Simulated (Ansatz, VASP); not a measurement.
**One calculation of BaZrO3, two programs**

```xyz
5
Lattice="4.1347 0.0000 0.0000 0.0000 4.1347 0.0000 0.0000 0.0000 4.1347" Properties=species:S:1:pos:R:3 pbc="T T T"
Ba    0.0000    0.0000    0.0000
Zr    2.0673    2.0673    2.0673
O     2.0673    2.0673    0.0000
O     2.0673    0.0000    2.0673
O     0.0000    2.0673    2.0673
```

Alike in both runs: task single point; functional r2SCAN; k mesh 6 × 6 × 6; occupations fermi-dirac, width 0.05 eV; no spin polarisation.

```csv
,VASP,Ansatz
version,VASP 6.6.1,Ansatz 0.2.0
potentials or method,"VASP PAW PBE potentials, release 64 (Ba_sv, Zr_sv, O)",Ansatz PAW
plane-wave cutoff (eV),520,500
valence electrons in the cell,40,40
```

Ansatz gave:

```
gap on the k mesh at the Fermi level (eV) : 3.86
least direct gap on the mesh (eV)         : 4.02
pressure (GPa)                            : 9.2
```

Task: What did VASP give for the same quantities?

Result: gap on the k mesh at the Fermi level (eV): 3.80; least direct gap on the mesh (eV): 3.99; pressure (GPa): 10.5.

VASP's potentials were made for PBE, not for r2SCAN.

Spin-orbit coupling is off throughout.
